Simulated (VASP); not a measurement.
Here is a VASP 6.6.1 calculation.

The input INCAR:

```
SYSTEM = ScPt3
PREC = Accurate
ENCUT = 500
EDIFF = 1E-6
ISMEAR = -1
SIGMA = 0.1
LREAL = .FALSE.
LASPH = .TRUE.
NELM = 120
ALGO = Normal
ISIF = 2
LWAVE = .FALSE.
LCHARG = .FALSE.
NBANDS = 28
GGA_COMPAT = .FALSE.
```

KPOINTS

```
regular mesh
0
G
  5 5 5
  0 0 0
```

File POSCAR:

```
ScPt3
1.0
    3.9580000000      0.0000000000      0.0000000000
    0.0000000000      3.9580000000      0.0000000000
    0.0000000000      0.0000000000      3.9580000000
Sc Pt
1 3
Direct
    0.0000000000      0.0000000000      0.0000000000
    0.0000000000      0.5000000000      0.5000000000
    0.5000000000      0.0000000000      0.5000000000
    0.5000000000      0.5000000000      0.0000000000
```

Potentials or basis: VASP PAW LDA potentials, release 64 (Sc_sv, Pt).

Run with:

```console
$ cat potpaw_LDA.64/Sc_sv/POTCAR potpaw_LDA.64/Pt/POTCAR > POTCAR
$ mpirun -np 1 vasp_std > vasp.out
```

Problem. Predict the band gap on the k mesh.

Solution. Zero (an odd number of electrons rules out a gap without spin polarisation).

Problem. Estimate the pressure.

Solution. -4.8 GPa.

Caveat: the cell stands under tension; spin-orbit coupling is left out, which moves the levels of the heavy elements.
